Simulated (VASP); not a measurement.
# Na (P6_3/mmc) in VASP: a series of runs

Runs on Na. Level: PBE. Tasks: single point, relaxation of cell and atoms.

Everything below comes from runs of VASP 6.6.1. Logs are shortened: lines on timing, memory, paths and dates and some standing lists are left out, and cuts for length are marked.

## 1. The cell of the first run

The structure is hexagonal, space group P6_3/mmc (No. 194). Conventional cell: a = 3.889 Å, b = 3.889 Å, c = 6.350 Å, α = 90.00°, β = 90.00°, γ = 120.00°. Within 5.1 Å of Na (site symmetry -6m2) lie 12 Na at 3.89 Å.

## 2. Single point, PBE (volume scaled by 1.12)

INCAR

```
ALGO = Normal ; EDIFF = 1E-6
ENCUT = 500 ; GGA = PE
GGA_COMPAT = F ; ISIF = 2
ISMEAR = -1 ; LASPH = T
LCHARG = F ; LREAL = F
LWAVE = F ; NBANDS = 14
NELM = 120 ; PREC = Accurate
SIGMA = 0.1
```

KPOINTS

```
k-points
0
Gamma
  11 11 6
```

POSCAR

```
Na
1.0
    3.8887427644      0.0000000000      0.0000000000
   -1.9443713822      3.3677500228      0.0000000000
    0.0000000000      0.0000000000      6.3498828721
Na
2
Direct
    0.3333333333      0.6666666667      0.2500000000
    0.6666666667      0.3333333333      0.7500000000
```

Potentials or basis: VASP PAW PBE potentials, release 64 (Na_pv).

Started as:

```
> cat potpaw_PBE.64/Na_pv/POTCAR > POTCAR
> mpirun -np 1 vasp_std > vasp.out
```

OUTCAR:

```text
EDIFF = 1E-6
   ENCUT = 500
   GGA = PE
   ISIF = 2
   ISMEAR = -1
   LASPH = T
   LREAL = F
   NELM = 120
   PREC = Accurate

 ion  position               nearest neighbor table
   1  0.333  0.667  0.250-
   2  0.667  0.333  0.750-

  LATTYP: Found a hexagonal cell.
 ALAT       =     3.8887427644
 C/A-ratio  =     1.6328883798

  Lattice vectors:

 A1 = (   3.8887427644,   0.0000000000,   0.0000000000)
 A2 = (  -1.9443713822,   3.3677500228,   0.0000000000)
 A3 = (   0.0000000000,   0.0000000000,   6.3498828721)

Analysis of symmetry for initial positions (statically):
=====================================================================
 Subroutine PRICEL returns:
 Original cell was already a primitive cell.

 Routine SETGRP: Setting up the symmetry group for a
 hexagonal supercell.

 Subroutine GETGRP returns: Found 24 space group operations
 (whereof 12 operations were pure point group operations)
 out of a pool of 24 trial point group operations.

The static configuration has the point symmetry D_3d.
 The point group associated with its full space group is D_6h.

Analysis of symmetry for dynamics (positions and initial velocities):
=====================================================================
 Subroutine PRICEL returns:
 Original cell was already a primitive cell.

 Routine SETGRP: Setting up the symmetry group for a
 hexagonal supercell.

 Subroutine GETGRP returns: Found 24 space group operations
 (whereof 12 operations were pure point group operations)
 out of a pool of 24 trial point group operations.

The dynamic configuration has the point symmetry D_3d.
 The point group associated with its full space group is D_6h.

 Subroutine INISYM returns: Found 24 space group operations
 (whereof 12 operations are pure point group operations),
 and found     1 'primitive' translations

----------------------------------------------------------------------------------------

                                     Primitive cell

  volume of cell :      83.1601

  direct lattice vectors                    reciprocal lattice vectors
     3.888742764  0.000000000  0.000000000     0.257152520  0.148467076  0.000000000
    -1.944371382  3.367750023  0.000000000     0.000000000  0.296934153  0.000000000
     0.000000000  0.000000000  6.349882872     0.000000000  0.000000000  0.157483220

  length of vectors
     3.888742764  3.888742764  6.349882872     0.296934153  0.296934153  0.157483220

  position of ions in fractional coordinates (direct lattice)
     0.333333333  0.666666667  0.250000000
     0.666666667  0.333333333  0.750000000

  ion indices of the primitive-cell ions
   primitive index   ion index
                 1           1
                 2           2

----------------------------------------------------------------------------------------

 KPOINTS: k-points

Automatic generation of k-mesh.
 Grid dimensions read from file:
 generate k-points for:   11   11    6

 Generating k-lattice:

  Cartesian coordinates                     Fractional coordinates (reciprocal lattice)
     0.023377502  0.013497007  0.000000000     0.090909091  0.000000000  0.000000000
     0.000000000  0.026994014  0.000000000     0.000000000  0.090909091  0.000000000
     0.000000000  0.000000000  0.026247203     0.000000000  0.000000000  0.166666667

  Length of vectors
     0.026994014  0.026994014  0.026247203

  Shift w.r.t. Gamma in fractional coordinates (k-lattice)
     0.000000000  0.000000000  0.000000000

 Subroutine IBZKPT returns following result:
 ===========================================

 Found     64 irreducible k-points:

 Following reciprocal coordinates:
            Coordinates               Weight
  0.000000  0.000000  0.000000      1.000000
  0.090909 -0.000000  0.000000      6.000000
  0.181818 -0.000000  0.000000      6.000000
  0.272727 -0.000000  0.000000      6.000000
  0.363636  0.000000  0.000000      6.000000
  0.454545 -0.000000  0.000000      6.000000
[... 16 lines left out ...]
  0.090909  0.090909  0.166667     12.000000
  0.181818  0.090909  0.166667     24.000000
 [... further k-points ...]
   k-points           NKPTS =     64   k-points in BZ     NKDIM =     64   number of bands    NBANDS=     14
   number of dos      NEDOS =    301   number of ions     NIONS =      2
   total plane-waves  NPLWV =  37632
   dimension x,y,z NGX =    28 NGY =   28 NGZ =   48
   dimension x,y,z NGXF=    56 NGYF=   56 NGZF=   96
   ions per type =               2
   NGX,Y,Z   is equivalent  to a cutoff of  11.97, 11.97, 12.57 a.u.
   NGXF,Y,Z  is equivalent  to a cutoff of  23.94, 23.94, 25.13 a.u.
 SYSTEM =  unknown system
   PREC   = accura    normal or accurate (medium, high low for compatibility)
   ISTART =      0    job   : 0-new  1-cont  2-samecut
   ICHARG =      2    charge: 1-file 2-atom 10-const
   ISPIN  =      1    spin polarized calculation?
   LNONCOLLINEAR =      F non collinear calculations
   LSORBIT =      F    spin-orbit coupling
   LASPH  =      T    aspherical Exc in radial PAW
   ENCUT  =  500.0 eV  36.75 Ry    6.06 a.u.   7.09  7.09 11.58*2*pi/ulx,y,z
   NELM   =    120;   NELMIN=  2; NELMDL= -5     # of ELM steps
   EDIFF  = 0.1E-05   stopping-criterion for ELM
   LREAL  =      F    real-space projection
   EDIFFG = 0.1E-04   stopping-criterion for IOM
   NSW    =      0    number of steps for IOM
   IBRION =     -1    ionic relax: 0-MD 1-quasi-New 2-CG
   NFREE  =      0    steps in history (QN), initial steepest desc. (CG)
   ISIF   =      2    stress and relaxation
   ISYM   =      2    0-nonsym 1-usesym 2-fastsym
   POTIM  = 0.5000    time-step for ionic-motion
   TEBEG  =    0.0;   TEEND  =   0.0 temperature during run
   PSTRESS=    0.0 pullay stress
   NELECT =      14.0000    total number of electrons
   NUPDOWN=      -1.0000    fix difference up-down
   EMIN   =  10.00;   EMAX   =-10.00  energy-range for DOS
   EFERMI =   0.00;   METHOD = LEGACY
   ISMEAR =    -1;   SIGMA  =   0.10  broadening in eV -4-tet -1-fermi 0-gaus
   EFERMI_NEDOS =   21; number of points for ismear=-14 and -15
   IALGO  =     38    algorithm
   IMIX   =      4    mixing-type and parameters
     AMIX     =   0.40;   BMIX     =  1.00
     AMIX_MAG =   1.60;   BMIX_MAG =  1.00
  volume/ion in A,a.u.               =      41.58       280.60
  Fermi-wavevector in a.u.,A,eV,Ry     =   0.903953  1.708224 11.117746  0.817131
  Thomas-Fermi vector in A             =   2.027341
   LORBIT       =      0    0 simple, 1 ext, 2 COOP (PROOUT), +10 PAW based schemes
   GGA     = PE    functional components
   LHFCALC =     F    Hartree Fock is set to
   AEXX    =    0.0000 exact exchange contribution
   IVDW    =     0    specifies the selected vdW correction
   LEPSILON=     F    determine dielectric tensor
   LRPA    =     F    only Hartree local field effects (RPA)
 non-spin polarized calculation
  energy-cutoff  :      500.00
  volume of cell :       83.16
 maximum number of plane-waves:      2142
   NGX = 15   NGY = 15   NGZ = 23

 number of electron      13.9999998 magnetization

 Free energy of the ion-electron system (eV)
  ---------------------------------------------------
  ext. energy  EPLUGINS =         0.00000000
  ---------------------------------------------------
  free energy    TOTEN  =        -2.61525434 eV

  energy without entropy =       -2.57817550  energy(sigma->0) =       -2.59671492

 E-fermi :   0.0293     XC(G=0):  -6.2108

 val. band max:        0.0139222389   @ k =   0.1818  -0.0000   0.1667
 cond. band min:       0.0476263890   @ k =   0.2727   0.2727   0.1667
 fundamental gap:      0.0337041500
 Fermi energy:         0.0292945361

 k-point     1 :       0.0000    0.0000    0.0000
  band No.  band energies     occupation
      1     -24.9972      2.00000
      2     -24.9780      2.00000
      3     -24.9780      2.00000
      4     -24.9748      2.00000
      5     -24.9748      2.00000
      6     -24.9743      2.00000
      7      -3.0273      2.00000
      8       0.5666      0.00924
      9       0.8640      0.00047
     10       9.3727      0.00000
     11       9.3727      0.00000
     12       9.5986      0.00000
     13       9.5987      0.00000
     14       9.8643      0.00000

 k-point     2 :       0.0909   -0.0000    0.0000
  band No.  band energies     occupation
      1     -24.9966      2.00000
      2     -24.9794      2.00000
      3     -24.9785      2.00000
      4     -24.9762      2.00000
      5     -24.9750      2.00000
      6     -24.9746      2.00000
      7      -2.9144      2.00000
      8       0.6685      0.00335
      9       0.9749      0.00016
     10       7.6058      0.00000
     11       8.5329      0.00000
     12       8.9447      0.00000
     13      10.5775      0.00000
     14      10.6080      0.00000

 k-point     3 :       0.1818   -0.0000    0.0000
  band No.  band energies     occupation
      1     -24.9949      2.00000
      2     -24.9831      2.00000
      3     -24.9799      2.00000
      4     -24.9796      2.00000
      5     -24.9757      2.00000
      6     -24.9753      2.00000
      7      -2.5771      2.00000
      8       0.9743      0.00016
      9       1.3031      0.00001
     10       5.6970      0.00000
     11       7.7745      0.00000
     12       7.9786      0.00000
     13       8.9115      0.00000
     14       9.7788      0.00000
[... 324 lines left out ...]
 k-point    23 :       0.0909    0.0909    0.1667
  band No.  band energies     occupation
      1     -24.9943      2.00000
      2     -24.9813      2.00000
      3     -24.9802      2.00000
      4     -24.9786      2.00000
      5     -24.9759      2.00000
      6     -24.9757      2.00000
      7      -2.5832      2.00000
      8      -0.0932      1.54600
      9       2.3426      0.00000
     10       6.6593      0.00000
     11       6.9506      0.00000
     12       8.8658      0.00000
     13       9.0376      0.00000
     14       9.4897      0.00000

 k-point    24 :       0.1818    0.0909    0.1667
  band No.  band energies     occupation
      1     -24.9928      2.00000
      2     -24.9849      2.00000
      3     -24.9840      2.00000
      4     -24.9802      2.00000
      5     -24.9770      2.00000
      6     -24.9764      2.00000
      7      -2.1364      2.00000
      8       0.3340      0.09070
      9       2.7433      0.00000
     10       4.9685      0.00000
     11       6.0803      0.00000
     12       7.3196      0.00000
     13       8.3624      0.00000
     14       9.2826      0.00000

 [... further k-points ...]

------------------------ aborting loop because EDIFF is reached ----------------------------------------

  FORCE on cell =-STRESS in cart. coord.  units (eV):
  Direction    XX          YY          ZZ          XY          YZ          ZX
  --------------------------------------------------------------------------------------
  -------------------------------------------------------------------------------------
  Total       -0.3821849     -0.3821849     -0.3258225      0.0000000     -0.0000000      0.0000000
  in kB       -7.3632456     -7.3632456     -6.2773569      0.0000000     -0.0000000      0.0000000
  external PRESSURE =      -7.0012827 kB  Pullay stress =       0.0000000 kB

 VOLUME and BASIS-vectors are now :
 -----------------------------------------------------------------------------
  energy-cutoff  :      500.00
  volume of cell :       83.16
      direct lattice vectors                 reciprocal lattice vectors
     3.888742764  0.000000000  0.000000000     0.257152520  0.148467076  0.000000000
    -1.944371382  3.367750023  0.000000000     0.000000000  0.296934153  0.000000000
     0.000000000  0.000000000  6.349882872     0.000000000  0.000000000  0.157483220

 POSITION                                       TOTAL-FORCE (eV/Angst)
 -----------------------------------------------------------------------------------
     -0.00000      2.24517      1.58747         0.000000     -0.000000      0.000000
      1.94437      1.12258      4.76241        -0.000000      0.000000      0.000000
 -----------------------------------------------------------------------------------
    total drift:                                0.000000     -0.000000      0.000000

  FREE ENERGIE OF THE ION-ELECTRON SYSTEM (eV)
  ---------------------------------------------------
  free  energy   TOTEN  =        -2.6152543372 eV

  energy  without entropy=       -2.5781755020  energy(sigma->0) =       -2.59671492
```

Run time: 30 s. Hardware: 1 thread of Intel Xeon 6975P-C, shared host; peak memory 0.2 GiB.

Results:

```
Free energy            : -2.6153 eV
Pressure               : -0.7 GPa
Band gap on the k mesh : zero (band 7 reaches 1.70 eV, above the bottom of band 8 at -2.07 eV)
```

(Part 1 of 3 ends here.)
